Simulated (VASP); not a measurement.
V2O5, 7 atoms in the cell. Symmetry: P6mm, No. 183, hexagonal system. The conventional cell has a = 5.900 Å, b = 5.900 Å, c = 4.860 Å, α = 90.00°, β = 90.00°, γ = 120.00°. V (site symmetry 3m) has 4 O at 1.59 to 1.78 Å within 2.1 Å. O (site symmetry 3m) has 1 V at 1.59 Å within 2.1 Å. Within 2.4 Å of O (site symmetry 2mm) lie 2 V at 1.78 Å. 

```yaml
Program: VASP 6.6.1
Task: single point
Functional: r2SCAN
Potentials_or_basis: VASP PAW PBE potentials, release 64 (V_sv, O)
Cutoff: 520 eV
k_mesh: 6 × 6 × 6
Occupations: gaussian, width 0.02 eV
Spin: no spin polarisation
Dipole_correction: no
Further_INCAR_settings: ALGO = Normal; EDIFF = 1e-06; NBANDS = 37
```

Potentials or basis: VASP PAW PBE potentials, release 64 (V_sv, O).

Launch:

```bash
$ cat potpaw_PBE.64/V_sv/POTCAR potpaw_PBE.64/O/POTCAR > POTCAR
$ cp INCAR.step1 INCAR
$ mpirun -np 1 vasp_std > vasp.out
$ cp INCAR.step2 INCAR
$ mpirun -np 1 vasp_std > vasp.out
```

Hardware: 1 thread of Oxide Virtual Turin-like Processor, with other jobs on the host.

**Question.** Estimate the wall time of this run.

**Answer.** Run time: 22 min on 1 thread of Oxide Virtual Turin-like Processor, with other jobs on the host, peak memory 0.34 GiB. Counts: k points 28.
